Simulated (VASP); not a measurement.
# Rb (Fm-3m) in VASP: further runs, part 2 of 2

VASP 6.6.1.

## Step 4: Relaxation of cell and atoms, BLYP

This run uses another cell than the first one, of 87.10 Å³/atom, 0.811 times its volume.

INCAR

```
SYSTEM = Rb
PREC = Accurate ; ENCUT = 600
EDIFF = 1E-6 ; ISMEAR = -1
SIGMA = 0.1 ; LREAL = .FALSE.
LASPH = .TRUE. ; NELM = 100
ALGO = Normal ; ISIF = 3
LWAVE = .FALSE. ; LCHARG = .FALSE.
GGA = B5 ; ALDAX = 1.0
AGGAX = 1.0 ; AGGAC = 1.0
ALDAC = 0.0 ; IBRION = 2
NSW = 80 ; EDIFFG = -0.01
```

KPOINTS

```
Automatic mesh
0
G
  8 8 8
  0 0 0
```

POSCAR

```
Rb
1.0
    0.0000000000      3.5183295318      3.5183295318
    3.5183295318      0.0000000000      3.5183295318
    3.5183295318      3.5183295318      0.0000000000
Rb
1
Direct
    0.0000000000      0.0000000000      0.0000000000
```

Potentials or basis: VASP PAW PBE potentials, release 64 (Rb_sv).

Command:

```
$ cat potpaw_PBE.64/Rb_sv/POTCAR > POTCAR
$ mpirun -np 1 vasp_std > vasp.out
```

OUTCAR:

```text
SYSTEM = Rb
   PREC = Accurate
   ENCUT = 600
   EDIFF = 1E-6
   ISMEAR = -1
   LREAL = .FALSE.
   LASPH = .TRUE.
   NELM = 100
   ISIF = 3
   GGA = B5
   IBRION = 2
   NSW = 80
   EDIFFG = -0.01

 ion  position               nearest neighbor table
   1  0.000  0.000  0.000-

  LATTYP: Found a face centered cubic cell.
 ALAT       =     7.0366590636

  Lattice vectors:

 A1 = (   0.0000000000,   3.5183295318,   3.5183295318)
 A2 = (   3.5183295318,   0.0000000000,   3.5183295318)
 A3 = (   3.5183295318,   3.5183295318,   0.0000000000)

Analysis of symmetry for initial positions (statically):
=====================================================================
 Subroutine PRICEL returns:
 Original cell was already a primitive cell.

 Routine SETGRP: Setting up the symmetry group for a
 face centered cubic supercell.

 Subroutine GETGRP returns: Found 48 space group operations
 (whereof 48 operations were pure point group operations)
 out of a pool of 48 trial point group operations.

The static configuration has the point symmetry O_h .

Analysis of symmetry for dynamics (positions and initial velocities):
=====================================================================
 Subroutine PRICEL returns:
 Original cell was already a primitive cell.

 Routine SETGRP: Setting up the symmetry group for a
 face centered cubic supercell.

 Subroutine GETGRP returns: Found 48 space group operations
 (whereof 48 operations were pure point group operations)
 out of a pool of 48 trial point group operations.

The dynamic configuration has the point symmetry O_h .

 Subroutine INISYM returns: Found 48 space group operations
 (whereof 48 operations are pure point group operations),
 and found     1 'primitive' translations

----------------------------------------------------------------------------------------

                                     Primitive cell

  volume of cell :      87.1043

  direct lattice vectors                    reciprocal lattice vectors
     0.000000000  3.518329532  3.518329532    -0.142112896  0.142112896  0.142112896
     3.518329532  0.000000000  3.518329532     0.142112896 -0.142112896  0.142112896
     3.518329532  3.518329532  0.000000000     0.142112896  0.142112896 -0.142112896

  length of vectors
     4.975669341  4.975669341  4.975669341     0.246146757  0.246146757  0.246146757

  position of ions in fractional coordinates (direct lattice)
     0.000000000  0.000000000  0.000000000

  ion indices of the primitive-cell ions
   primitive index   ion index
                 1           1

----------------------------------------------------------------------------------------

 KPOINTS: Automatic mesh

Automatic generation of k-mesh.
 Grid dimensions read from file:
 generate k-points for:    8    8    8

 Generating k-lattice:

[... 42 lines left out ...]
 [... further k-points ...]
   k-points           NKPTS =     29   k-points in BZ     NKDIM =     29   number of bands    NBANDS=      8
   number of dos      NEDOS =    301   number of ions     NIONS =      1
   total plane-waves  NPLWV =  64000
   dimension x,y,z NGX =    40 NGY =   40 NGZ =   40
   dimension x,y,z NGXF=    80 NGYF=   80 NGZF=   80
   ions per type =               1
   NGX,Y,Z   is equivalent  to a cutoff of  13.36, 13.36, 13.36 a.u.
   NGXF,Y,Z  is equivalent  to a cutoff of  26.73, 26.73, 26.73 a.u.
 SYSTEM =  Rb
   PREC   = accura    normal or accurate (medium, high low for compatibility)
   ISTART =      0    job   : 0-new  1-cont  2-samecut
   ICHARG =      2    charge: 1-file 2-atom 10-const
   ISPIN  =      1    spin polarized calculation?
   LNONCOLLINEAR =      F non collinear calculations
   LSORBIT =      F    spin-orbit coupling
   LASPH  =      T    aspherical Exc in radial PAW
   ENCUT  =  600.0 eV  44.10 Ry    6.64 a.u.   9.94  9.94  9.94*2*pi/ulx,y,z
   NELM   =    100;   NELMIN=  2; NELMDL= -5     # of ELM steps
   EDIFF  = 0.1E-05   stopping-criterion for ELM
   LREAL  =      F    real-space projection
   EDIFFG = -.1E-01   stopping-criterion for IOM
   NSW    =     80    number of steps for IOM
   IBRION =      2    ionic relax: 0-MD 1-quasi-New 2-CG
   NFREE  =      1    steps in history (QN), initial steepest desc. (CG)
   ISIF   =      3    stress and relaxation
   ISYM   =      2    0-nonsym 1-usesym 2-fastsym
   POTIM  = 0.5000    time-step for ionic-motion
   TEBEG  =    0.0;   TEEND  =   0.0 temperature during run
   PSTRESS=    0.0 pullay stress
   NELECT =       9.0000    total number of electrons
   NUPDOWN=      -1.0000    fix difference up-down
   EMIN   =  10.00;   EMAX   =-10.00  energy-range for DOS
   EFERMI =   0.00;   METHOD = LEGACY
   ISMEAR =    -1;   SIGMA  =   0.10  broadening in eV -4-tet -1-fermi 0-gaus
   EFERMI_NEDOS =   21; number of points for ismear=-14 and -15
   IALGO  =     38    algorithm
   IMIX   =      4    mixing-type and parameters
     AMIX     =   0.40;   BMIX     =  1.00
     AMIX_MAG =   1.60;   BMIX_MAG =  1.00
  volume/ion in A,a.u.               =      87.10       587.81
  Fermi-wavevector in a.u.,A,eV,Ry     =   0.768203  1.451693  8.029279  0.590135
  Thomas-Fermi vector in A             =   1.868925
   LORBIT       =      0    0 simple, 1 ext, 2 COOP (PROOUT), +10 PAW based schemes
   GGA     = B5    functional components
   LHFCALC =     F    Hartree Fock is set to
   AEXX    =    0.0000 exact exchange contribution
   IVDW    =     0    specifies the selected vdW correction
   LEPSILON=     F    determine dielectric tensor
   LRPA    =     F    only Hartree local field effects (RPA)
 conjugate gradient relaxation of ions
 non-spin polarized calculation
  energy-cutoff  :      600.00
  volume of cell :       87.10
 maximum number of plane-waves:      2936
   NGX = 19   NGY = 19   NGZ = 19

--------------------------------------- Ionic step        1  -------------------------------------------

 number of electron       9.0000000 magnetization

 Free energy of the ion-electron system (eV)
  ---------------------------------------------------
  ext. energy  EPLUGINS =         0.00000000
  ---------------------------------------------------
  free energy    TOTEN  =        -0.61216856 eV

  energy without entropy =       -0.57962925  energy(sigma->0) =       -0.59589890

------------------------ aborting loop because EDIFF is reached ----------------------------------------

  FORCE on cell =-STRESS in cart. coord.  units (eV):
  Direction    XX          YY          ZZ          XY          YZ          ZX
  --------------------------------------------------------------------------------------
  -------------------------------------------------------------------------------------
  Total        0.1503667      0.1503667      0.1503667      0.0000000      0.0000000     -0.0000000
  in kB        2.7658123      2.7658123      2.7658123      0.0000000      0.0000000     -0.0000000
  external PRESSURE =       2.7658123 kB  Pullay stress =       0.0000000 kB
[... 127 lines left out ...]
--------------------------------------- Ionic step        5  -------------------------------------------

 number of electron       9.0000000 magnetization

 Free energy of the ion-electron system (eV)
  ---------------------------------------------------
  ext. energy  EPLUGINS =         0.00000000
  ---------------------------------------------------
  free energy    TOTEN  =        -0.61954187 eV

  energy without entropy =       -0.58623117  energy(sigma->0) =       -0.60288652

 E-fermi :   0.2915     XC(G=0):  -4.9260

 val. band max:        0.2010822094   @ k =   0.3750   0.3750   0.0000
 cond. band min:       0.3771425927   @ k =   0.5000   0.0000   0.0000
 fundamental gap:      0.1760603833
 Fermi energy:         0.2914535520

 k-point     1 :       0.0000    0.0000    0.0000
  band No.  band energies     occupation
      1     -28.7222      2.00000
      2     -12.8238      2.00000
      3     -12.8238      2.00000
      4     -12.8238      2.00000
      5      -1.5854      2.00000
      6       3.6570      0.00000
      7       3.6570      0.00000
      8       3.6570      0.00000
[... 243 lines left out ...]
 k-point    24 :      -0.3750    0.2500    0.1250
  band No.  band energies     occupation
      1     -28.7189      2.00000
      2     -12.8907      2.00000
      3     -12.8549      2.00000
      4     -12.8412      2.00000
      5       0.8528      0.00727
      6       1.2045      0.00022
      7       2.6553      0.00000
      8       3.5759      0.00000

 [... further k-points ...]

------------------------ aborting loop because EDIFF is reached ----------------------------------------

  FORCE on cell =-STRESS in cart. coord.  units (eV):
  Direction    XX          YY          ZZ          XY          YZ          ZX
  --------------------------------------------------------------------------------------
  -------------------------------------------------------------------------------------
  Total       -0.0030149     -0.0030149     -0.0030149      0.0000000      0.0000000      0.0000000
  in kB       -0.0501124     -0.0501124     -0.0501124      0.0000000      0.0000000      0.0000000
  external PRESSURE =      -0.0501124 kB  Pullay stress =       0.0000000 kB
[... 16 lines left out ...]
  FREE ENERGIE OF THE ION-ELECTRON SYSTEM (eV)
  ---------------------------------------------------
  free  energy   TOTEN  =        -0.6195418690 eV

  energy  without entropy=       -0.5862311739  energy(sigma->0) =       -0.60288652

 reached required accuracy - stopping structural energy minimisation
```

It took 2.3 min on 1 thread of Intel Xeon Platinum 8259CL at 2.50GHz (Skylake/Cascade Lake), shared host; peak memory 0.25 GiB.

Results:

```
Free energy                            : -0.6195 eV
Relaxed volume                         : 96.39 Å³/atom
Relaxed cell                           : a = 5.147 Å, b = 5.147 Å, c = 5.147 Å, α = 60.00°, β = 60.00°, γ = 60.00°
Space group after relaxing (to 0.05 Å) : Fm-3m (No. 225)
Energy gained by relaxing              : 7.4 meV/atom
Ionic steps                            : 5
Pressure after relaxing                : 0.0 GPa
```

Step by step:
```
step  energy change (eV)  largest force (eV/Å)  pressure (GPa)  volume (Å³)
   1              0.0000                0.0000            0.28        87.10
   2             -0.0029                0.0000            0.21        89.01
   3             -0.0066                0.0000            0.08        93.13
   4             -0.0054                0.0000           -0.11       101.73
   5             -0.0074                0.0000           -0.01        96.39
```

Final structure:
```cif
data_structure
_symmetry_space_group_name_H-M 'P 1'
_symmetry_Int_Tables_number 1
_cell_length_a 5.1466
_cell_length_b 5.1466
_cell_length_c 5.1466
_cell_angle_alpha 60.000
_cell_angle_beta 60.000
_cell_angle_gamma 60.000
_cell_volume 96.39
loop_
_atom_site_label
_atom_site_type_symbol
_atom_site_fract_x
_atom_site_fract_y
_atom_site_fract_z
_atom_site_occupancy
Rb1 Rb 0.00000 0.00000 0.00000 1
```

Caveat: the PAW data sets were made with another functional, which shifts forces and pressure a little.

## Step 5: The runs side by side

| task | cell | k mesh | cutoff (eV) | gap on the mesh (eV) | pressure (GPa) |
| --- | --- | --- | --- | --- | --- |
| single point | a = 5.335 Å, angles 60.0°, 1 atom | 9 × 9 × 9 | 520 | none | -0.2 |
| single point | a = 5.137 Å, angles 60.0°, 1 atom | 12 × 12 × 12 | 520 | none | 0.0 |
| relaxation of cell and atoms | relaxed from a = 4.976 Å, angles 60.0°, 1 atom | 8 × 8 × 8 | 600 | none | 0.0 |

Alike in all rows: level BLYP; potentials or basis VASP PAW PBE potentials, release 64 (Rb_sv); no spin polarisation; smearing fermi-dirac 0.1 eV.

Caveats: the PAW data sets were made with another functional, which shifts forces and pressure a little.

Total energies depend on the potentials used, so only differences within one code and one set of settings carry meaning.
